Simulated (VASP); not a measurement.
# Sb (Cmce) in VASP: relaxation of cell and atoms with PBEsol

Aim: the relaxation of cell and atoms of Sb with PBEsol.

Program: VASP 6.6.1. These are calculated values, not measurements. Logs are shortened: lines on timing, memory, paths and dates and some standing lists are left out, and cuts for length are marked.

## Step 1: The cell of the first run

The structure is orthorhombic, space group Cmce (No. 64). Conventional cell: a = 5.405 Å, b = 3.814 Å, c = 10.102 Å, α = 90.00°, β = 90.00°, γ = 90.00°. Sb (site symmetry m) has 14 Sb at 3.08 to 3.81 Å within 4.1 Å.

## Step 2: Relaxation of cell and atoms, PBEsol

The input, INCAR:

```
SYSTEM = Sb
PREC = Accurate
ENCUT = 600
EDIFF = 1E-6
ISMEAR = 0
SIGMA = 0.1
LREAL = .False.
LASPH = .True.
NELM = 100
ALGO = Normal
ISIF = 3
LWAVE = .False.
LCHARG = .False.
GGA = PS
IBRION = 2
NSW = 100
EDIFFG = -0.01
```

The input, KPOINTS:

```
Automatic mesh
0
Gamma
  14 14 6
  0 0 0
```

The input, POSCAR:

```
Sb
1.0
    2.7025062054     -1.9069726425      0.0000000000
    2.7025062054      1.9069726425      0.0000000000
    0.0000000000      0.0000000000     10.1018411890
Sb
4
Direct
    0.7582959670      0.2417040330      0.1301922818
    0.7417040330      0.2582959670      0.6301922818
    0.2417040330      0.7582959670      0.8698077182
    0.2582959670      0.7417040330      0.3698077182
```

Potentials or basis: VASP PAW PBE potentials, release 64 (Sb).

Started as:

```sh
> cat potpaw_PBE.64/Sb/POTCAR > POTCAR
> mpirun -np 1 vasp_std > vasp.out
```

OUTCAR:

```text
SYSTEM = Sb
   PREC = Accurate
   ENCUT = 600
   EDIFF = 1E-6
   ISMEAR = 0
   LREAL = .False.
   LASPH = .True.
   NELM = 100
   ISIF = 3
   GGA = PS
   IBRION = 2
   NSW = 100
   EDIFFG = -0.01

 ion  position               nearest neighbor table
   1  0.758  0.242  0.130-   4 3.08   4 3.08   3 3.21   3 3.29   4 3.63   4 3.63   3 3.77   3 3.77

   2  0.742  0.258  0.630-   3 3.08   3 3.08   4 3.21   4 3.29   3 3.63   3 3.63   4 3.77   4 3.77

   3  0.242  0.758  0.870-   2 3.08   2 3.08   1 3.21   1 3.29   2 3.63   2 3.63   1 3.77   1 3.77

   4  0.258  0.742  0.370-   1 3.08   1 3.08   2 3.21   2 3.29   1 3.63   1 3.63   2 3.77   2 3.77

  LATTYP: Found a base centered orthorhombic cell.
 ALAT       =     3.8139452850
 B/A-ratio  =     1.4171709364
 C/A-ratio  =     2.6486591794

  Lattice vectors:

 A1 = (  -2.7025062054,  -1.9069726425,   0.0000000000)
 A2 = (   2.7025062054,  -1.9069726425,   0.0000000000)
 A3 = (   0.0000000000,   0.0000000000,  10.1018411890)

Analysis of symmetry for initial positions (statically):
=====================================================================
 Subroutine PRICEL returns:
 Original cell was already a primitive cell.

 Routine SETGRP: Setting up the symmetry group for a
 base centered orthorhombic supercell.

 Subroutine GETGRP returns: Found  8 space group operations
 (whereof  4 operations were pure point group operations)
 out of a pool of  8 trial point group operations.

The static configuration has the point symmetry C_2h.
 The point group associated with its full space group is D_2h.

Analysis of symmetry for dynamics (positions and initial velocities):
=====================================================================
 Subroutine PRICEL returns:
 Original cell was already a primitive cell.

 Routine SETGRP: Setting up the symmetry group for a
 base centered orthorhombic supercell.

 Subroutine GETGRP returns: Found  8 space group operations
 (whereof  4 operations were pure point group operations)
 out of a pool of  8 trial point group operations.

The dynamic configuration has the point symmetry C_2h.
 The point group associated with its full space group is D_2h.

 Subroutine INISYM returns: Found  8 space group operations
 (whereof  4 operations are pure point group operations),
 and found     1 'primitive' translations

----------------------------------------------------------------------------------------

[... 125 lines left out ...]
   LEPSILON=     F    determine dielectric tensor
   LRPA    =     F    only Hartree local field effects (RPA)
 conjugate gradient relaxation of ions
 non-spin polarized calculation
 Gauss-broadening in eV      SIGMA  =   0.10
  energy-cutoff  :      600.00
  volume of cell :      104.12
 maximum number of plane-waves:      3516
   NGX = 13   NGY = 13   NGZ = 41

--------------------------------------- Ionic step        1  -------------------------------------------

 number of electron      19.9999999 magnetization

 Free energy of the ion-electron system (eV)
  ---------------------------------------------------
  ext. energy  EPLUGINS =         0.00000000
  ---------------------------------------------------
  free energy    TOTEN  =       -17.49296292 eV

  energy without entropy =      -17.48029156  energy(sigma->0) =      -17.48662724

------------------------ aborting loop because EDIFF is reached ----------------------------------------

  FORCE on cell =-STRESS in cart. coord.  units (eV):
  Direction    XX          YY          ZZ          XY          YZ          ZX
  --------------------------------------------------------------------------------------
  -------------------------------------------------------------------------------------
  Total       -0.8482064     -0.2539016      1.5466377      0.0000000      0.0000000      0.0000000
  in kB      -13.0518012     -3.9069185     23.7989319      0.0000000      0.0000000      0.0000000
  external PRESSURE =       2.2800708 kB  Pullay stress =       0.0000000 kB
[... 95 lines left out ...]
  FREE ENERGIE OF THE ION-ELECTRON SYSTEM (eV)
  ---------------------------------------------------
  free  energy   TOTEN  =       -17.5425495909 eV

  energy  without entropy=      -17.5310982370  energy(sigma->0) =      -17.53682391

[... ionic steps 4 to 21 ...]

--------------------------------------- Ionic step       22  -------------------------------------------

 number of electron      20.0000001 magnetization

------------------------ aborting loop because EDIFF is reached ----------------------------------------
[... 71 lines left out ...]
--------------------------------------- Ionic step       24  -------------------------------------------

 number of electron      20.0000001 magnetization

 Free energy of the ion-electron system (eV)
  ---------------------------------------------------
  ext. energy  EPLUGINS =         0.00000000
  ---------------------------------------------------
  free energy    TOTEN  =       -17.56157384 eV

  energy without entropy =      -17.55182222  energy(sigma->0) =      -17.55669803

 E-fermi :   8.8048     XC(G=0): -10.4968

 val. band max:        8.7879303350   @ k =   0.2857   0.2857   0.3333
 cond. band min:       8.8094709599   @ k =  -0.2857   0.2857   0.0000
 fundamental gap:      0.0215406249
 Fermi energy:         8.8048100303

 k-point     1 :       0.0000    0.0000    0.0000
  band No.  band energies     occupation
      1      -4.3538      2.00000
      2      -2.9942      2.00000
      3      -2.9789      2.00000
      4       0.0163      2.00000
      5       2.9929      2.00000
      6       8.5873      1.99791
      7       8.6003      1.99617
      8      10.4664      0.00000
      9      11.9691      0.00000
     10      11.9854      0.00000
     11      12.5678      0.00000
     12      13.4812      0.00000
     13      13.4888      0.00000
     14      14.5184      0.00000
[... 377 lines left out ...]
      1      -3.1544      2.00000
      2      -1.8228      2.00000
      3      -1.8081      2.00000
      4       0.9586      2.00000
      5       4.2188      2.00000
      6       6.6306      2.00000
      7       7.2576      2.00000
      8       7.2669      2.00000
      9       9.2519      0.00000
     10       9.9449      0.00000
     11       9.9551      0.00000
     12      11.3544      0.00000
     13      11.3570      0.00000
     14      11.6441      0.00000

 [... further k-points ...]
[... 5 lines left out ...]
  --------------------------------------------------------------------------------------
  -------------------------------------------------------------------------------------
  Total        0.0068088      0.0236618      0.0073393      0.0000000     -0.0000000      0.0000000
  in kB        0.1052204      0.3656584      0.1134180      0.0000000     -0.0000000      0.0000000
  external PRESSURE =       0.1947656 kB  Pullay stress =       0.0000000 kB
[... 19 lines left out ...]
  FREE ENERGIE OF THE ION-ELECTRON SYSTEM (eV)
  ---------------------------------------------------
  free  energy   TOTEN  =       -17.5615738399 eV

  energy  without entropy=      -17.5518222235  energy(sigma->0) =      -17.55669803

 reached required accuracy - stopping structural energy minimisation
```

CONTCAR:

```text
Sb
   1.00000000000000
     2.6449890519652270   -1.8708394742737746   -0.0000000000000000
     2.6449890519652270    1.8708394742737746    0.0000000000000000
     0.0000000000000000   -0.0000000000000000   10.4759062569153034
  Sb
     4
Direct
     0.7503805909195455    0.2496194090804547    0.1248740486881822
     0.7496194090804545    0.2503805909195454    0.6248740486881823
     0.2496194090804547    0.7503805909195455    0.8751259513118177
     0.2503805909195454    0.7496194090804545    0.3751259513118179

  0.00000000E+00  0.00000000E+00  0.00000000E+00
  0.00000000E+00  0.00000000E+00  0.00000000E+00
  0.00000000E+00  0.00000000E+00  0.00000000E+00
  0.00000000E+00  0.00000000E+00  0.00000000E+00
```

Run time: 21 min. Hardware: 1 thread of Intel Xeon 6975P-C (Granite Rapids), shared host; peak memory 0.5 GiB.

Results:

```yaml
Free_energy: -17.5616 eV
Relaxed_volume: 25.92 Å³/atom
Relaxed_cell: a = 3.240 Å, b = 3.240 Å, c = 10.476 Å, α = 90.00°, β = 90.00°, γ = 70.54°
Space_group_after_relaxing_to_0.05_Å: Im-3m (No. 229)
Energy_gained_by_relaxing: 17.2 meV/atom
Ionic_steps: 24
Pressure_after_relaxing: 0.0 GPa
Largest_force_after_relaxing: 0.004 eV/Å
```

Forces in eV/Å, atoms in the order of the input:
```
Sb   0.000  0.001  0.004
Sb   0.000 -0.001  0.004
Sb   0.000 -0.001 -0.004
Sb   0.000  0.001 -0.004
```

The path:
```csv
step,energy change (eV),largest force (eV/Å),pressure (GPa),volume (Å³)
1,0.0000,0.2254,0.23,104.12
2,-0.0385,0.1459,-0.38,104.66
3,-0.0496,0.0523,-1.06,105.52
4,-0.0560,0.0857,-0.86,105.20
5,-0.0604,0.0746,0.72,102.79
6,-0.0621,0.0799,0.16,103.60
7,-0.0652,0.0609,0.15,103.56
8,-0.0660,0.0467,0.15,103.52
9,-0.0668,0.0337,-0.18,104.00
10,-0.0668,0.0321,-0.23,104.07
11,-0.0675,0.0247,-0.15,103.95
12,-0.0678,0.0169,-0.04,103.78
13,-0.0678,0.0164,-0.03,103.76
14,-0.0680,0.0159,0.04,103.65
15,-0.0681,0.0158,0.08,103.59
16,-0.0682,0.0148,-0.02,103.74
17,-0.0682,0.0146,-0.04,103.77
18,-0.0683,0.0129,-0.04,103.77
19,-0.0685,0.0086,-0.06,103.80
20,-0.0683,0.0073,-0.09,103.85
21,-0.0685,0.0067,-0.07,103.82
22,-0.0686,0.0055,0.03,103.65
23,-0.0686,0.0054,0.04,103.64
24,-0.0686,0.0044,0.02,103.68
```

Final structure:
```
Sb
1.0
     2.64499   -1.87084    0.00000
     2.64499    1.87084    0.00000
     0.00000    0.00000   10.47591
Sb
4
Direct
  0.75038 0.24962 0.12487
  0.74962 0.25038 0.62487
  0.24962 0.75038 0.87513
  0.25038 0.74962 0.37513
```

Caveat: the bands computed are all filled at some k points, so no gap is given; the PAW data sets were made with another functional, which shifts forces and pressure a little; spin-orbit coupling is left out, which moves the levels of the heavy elements.
